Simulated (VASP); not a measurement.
# Ag (I4/mmm) in VASP: notebook

Runs on Ag. Level: r2SCAN. Tasks: single point.

All numbers are computed with VASP 6.6.1; they aren't measurements. Logs are shortened: lines on timing, memory, paths and dates and some standing lists are left out, and cuts for length are marked.

### 1 The cell of the first run

It takes space group I4/mmm (No. 139, tetragonal). The conventional cell has a = 2.889 Å, b = 2.889 Å, c = 4.250 Å, α = 90.00°, β = 90.00°, γ = 90.00°. Within 3.8 Å of Ag (site symmetry 4/mmm) lie 12 Ag at 2.89 to 2.95 Å.

### 2 Single point, r2SCAN (strain +0.000 along x and y, +0.040 along z)

The input, POSCAR:

```
Ag
1.0
    0.0000000000      2.0431000000      2.1248240000
    2.0431000000      0.0000000000      2.1248240000
    2.0431000000      2.0431000000      0.0000000000
Ag
1
Direct
    0.0000000000      0.0000000000      0.0000000000
```

The input, INCAR.step1:

```
  PREC = Accurate
  ENCUT = 520
  ISMEAR = 0
  SIGMA = 0.15
  LREAL = False
  LASPH = True
  NELM = 80
  NBANDS = 12
  GGA = PE
  ALGO = Normal
  EDIFF = 1E-4
  LWAVE = True
  LCHARG = False
```

The input, INCAR.step2:

```
  PREC = Accurate
  ENCUT = 520
  EDIFF = 1E-6
  ISMEAR = 0
  SIGMA = 0.15
  LREAL = False
  LASPH = True
  NELM = 80
  ALGO = Normal
  ISIF = 2
  LWAVE = False
  LCHARG = False
  METAGGA = R2SCAN
  LMIXTAU = True
  NBANDS = 12
  ISTART = 1
```

The input, KPOINTS:

```
regular mesh
0
Gamma
  20 20 20
```

Potentials or basis: VASP PAW PBE potentials, release 64 (Ag).

The run is started by

```sh
$ cat potpaw_PBE.64/Ag/POTCAR > POTCAR
$ cp INCAR.step1 INCAR
$ mpirun -np 1 vasp_std > vasp.out
$ cp INCAR.step2 INCAR
$ mpirun -np 1 vasp_std > vasp.out
```

OUTCAR:

```text
PREC = Accurate
   ENCUT = 520
   EDIFF = 1E-6
   ISMEAR = 0
   LREAL = False
   LASPH = True
   NELM = 80
   ISIF = 2
   METAGGA = R2SCAN
   ISTART = 1

 ion  position               nearest neighbor table
   1  0.000  0.000  0.000-

  LATTYP: Found a body centered tetragonal cell.
 ALAT       =     2.8893797293
 C/A-ratio  =     1.4707821049

  Lattice vectors:

 A1 = (  -2.0431000000,   0.0000000000,   2.1248240000)
 A2 = (   2.0431000000,   0.0000000000,   2.1248240000)
 A3 = (   0.0000000000,   2.0431000000,  -2.1248240000)

Analysis of symmetry for initial positions (statically):
=====================================================================
 Subroutine PRICEL returns:
 Original cell was already a primitive cell.

 Routine SETGRP: Setting up the symmetry group for a
 body centered tetragonal supercell.

 Subroutine GETGRP returns: Found 16 space group operations
 (whereof 16 operations were pure point group operations)
 out of a pool of 16 trial point group operations.

The static configuration has the point symmetry D_4h.

Analysis of symmetry for dynamics (positions and initial velocities):
=====================================================================
 Subroutine PRICEL returns:
 Original cell was already a primitive cell.

 Routine SETGRP: Setting up the symmetry group for a
 body centered tetragonal supercell.

 Subroutine GETGRP returns: Found 16 space group operations
 (whereof 16 operations were pure point group operations)
 out of a pool of 16 trial point group operations.

The dynamic configuration has the point symmetry D_4h.

 Subroutine INISYM returns: Found 16 space group operations
 (whereof 16 operations are pure point group operations),
 and found     1 'primitive' translations

----------------------------------------------------------------------------------------

                                     Primitive cell

  volume of cell :      17.7391

  direct lattice vectors                    reciprocal lattice vectors
     0.000000000  2.043100000  2.124824000    -0.244726151  0.244726151  0.235313607
     2.043100000  0.000000000  2.124824000     0.244726151 -0.244726151  0.235313607
     2.043100000  2.043100000  0.000000000     0.244726151  0.244726151 -0.235313607

  length of vectors
     2.947733814  2.947733814  2.889379729     0.418514363  0.418514363  0.418514363

  position of ions in fractional coordinates (direct lattice)
     0.000000000  0.000000000  0.000000000

  ion indices of the primitive-cell ions
[... 77 lines left out ...]
   NSW    =      0    number of steps for IOM
   IBRION =     -1    ionic relax: 0-MD 1-quasi-New 2-CG
   NFREE  =      0    steps in history (QN), initial steepest desc. (CG)
   ISIF   =      2    stress and relaxation
   ISYM   =      2    0-nonsym 1-usesym 2-fastsym
   POTIM  = 0.5000    time-step for ionic-motion
   TEBEG  =    0.0;   TEEND  =   0.0 temperature during run
   PSTRESS=    0.0 pullay stress
   NELECT =      11.0000    total number of electrons
   NUPDOWN=      -1.0000    fix difference up-down
   EMIN   =  10.00;   EMAX   =-10.00  energy-range for DOS
   EFERMI =   0.00;   METHOD = LEGACY
   ISMEAR =     0;   SIGMA  =   0.15  broadening in eV -4-tet -1-fermi 0-gaus
   EFERMI_NEDOS =   21; number of points for ismear=-14 and -15
   IALGO  =     38    algorithm
   IMIX   =      4    mixing-type and parameters
     AMIX     =   0.40;   BMIX     =  1.00
     AMIX_MAG =   1.60;   BMIX_MAG =  1.00
  volume/ion in A,a.u.               =      17.74       119.71
  Fermi-wavevector in a.u.,A,eV,Ry     =   1.396031  2.638116 26.516420  1.948902
  Thomas-Fermi vector in A             =   2.519425
   LORBIT       =      0    0 simple, 1 ext, 2 COOP (PROOUT), +10 PAW based schemes
   METAGGA = R2SCAN    functional components
   LHFCALC =     F    Hartree Fock is set to
   AEXX    =    0.0000 exact exchange contribution
   IVDW    =     0    specifies the selected vdW correction
   LEPSILON=     F    determine dielectric tensor
   LRPA    =     F    only Hartree local field effects (RPA)
 non-spin polarized calculation
 Gauss-broadening in eV      SIGMA  =   0.15
  energy-cutoff  :      520.00
  volume of cell :       17.74
 maximum number of plane-waves:       501
 NGX is ok and might be reduce to    24
   NGX = 11   NGY = 11   NGZ = 11

 number of electron      10.9999999 magnetization

 Free energy of the ion-electron system (eV)
  ---------------------------------------------------
  ext. energy  EPLUGINS =         0.00000000
  ---------------------------------------------------
  free energy    TOTEN  =       -21.35594588 eV

  energy without entropy =      -21.35376291  energy(sigma->0) =      -21.35485439

 E-fermi :   7.9177     XC(G=0): -12.6950

 val. band max:        7.9102635815   @ k =  -0.3500   0.1500   0.1000
 cond. band min:       7.9426402156   @ k =   0.4500   0.0000   0.3000
 fundamental gap:      0.0323766341
 Fermi energy:         7.9177460329

 k-point     1 :       0.0000    0.0000    0.0000
  band No.  band energies     occupation
      1       0.2353      2.00000
      2       2.7396      2.00000
      3       2.9824      2.00000
      4       2.9824      2.00000
      5       3.7423      2.00000
      6       3.9907      2.00000
      7      24.4695      0.00000
      8      27.6250      0.00000
      9      28.0810      0.00000
     10      28.0810      0.00000
     11      32.7835      0.00000
     12      33.4606      0.00000
[... 331 lines left out ...]
 k-point    24 :      -0.3500    0.0500    0.0000
  band No.  band energies     occupation
      1       1.5666      2.00000
      2       2.8426      2.00000
      3       3.0914      2.00000
      4       4.2607      2.00000
      5       4.2841      2.00000
      6       5.6164      2.00000
      7      14.6652      0.00000
      8      23.5542      0.00000
      9      25.8299      0.00000
     10      27.7696      0.00000
     11      31.0104      0.00000
     12      31.2536      0.00000

 [... further k-points ...]
[... 5 lines left out ...]
  --------------------------------------------------------------------------------------
  -------------------------------------------------------------------------------------
  Total       -0.2049005     -0.2049005     -0.3763056      0.0000000      0.0000000      0.0000000
  in kB      -18.5063776    -18.5063776    -33.9874892      0.0000000      0.0000000      0.0000000
  external PRESSURE =     -23.6667481 kB  Pullay stress =       0.0000000 kB

 VOLUME and BASIS-vectors are now :
 -----------------------------------------------------------------------------
  energy-cutoff  :      520.00
  volume of cell :       17.74
      direct lattice vectors                 reciprocal lattice vectors
     0.000000000  2.043100000  2.124824000    -0.244726151  0.244726151  0.235313607
     2.043100000  0.000000000  2.124824000     0.244726151 -0.244726151  0.235313607
     2.043100000  2.043100000  0.000000000     0.244726151  0.244726151 -0.235313607

 POSITION                                       TOTAL-FORCE (eV/Angst)
 -----------------------------------------------------------------------------------
      0.00000      0.00000      0.00000         0.000000      0.000000      0.000000
 -----------------------------------------------------------------------------------
    total drift:                               -0.000000      0.000000     -0.000000

  FREE ENERGIE OF THE ION-ELECTRON SYSTEM (eV)
  ---------------------------------------------------
  free  energy   TOTEN  =       -21.3559458791 eV

  energy  without entropy=      -21.3537629105  energy(sigma->0) =      -21.35485439
```

OUTCAR.step1:

```text
PREC = Accurate
   ENCUT = 520
   ISMEAR = 0
   LREAL = False
   LASPH = True
   NELM = 80
[... 576 lines left out ...]

 POSITION                                       TOTAL-FORCE (eV/Angst)
 -----------------------------------------------------------------------------------
      0.00000      0.00000      0.00000         0.000000      0.000000      0.000000
 -----------------------------------------------------------------------------------
    total drift:                               -0.000000      0.000000     -0.000000

  FREE ENERGIE OF THE ION-ELECTRON SYSTEM (eV)
  ---------------------------------------------------
  free  energy   TOTEN  =        -2.7190139007 eV

  energy  without entropy=       -2.7167386977  energy(sigma->0) =       -2.71787630
```

Wall time 2.2 min (1 thread of Intel Xeon 6975P-C (Granite Rapids), shared host); peak memory 0.25 GiB.

Results:

```
Free energy            : -21.3559 eV
Pressure               : -2.4 GPa
Band gap on the k mesh : zero (an odd number of electrons rules out a gap without spin polarisation)
```

Stress tensor (GPa, compression positive):
```
-1.85  0.00  0.00
 0.00 -1.85  0.00
 0.00  0.00 -3.40
```

Caveat: the cell differs from its parent crystal (strain +0.000 along x and y, +0.040 along z); the PAW data sets were made with another functional, which shifts forces and pressure a little.

(Continued in part 2 of 2.)

The gap in the log of VASP goes by the Fermi energy; the results here count the filled bands.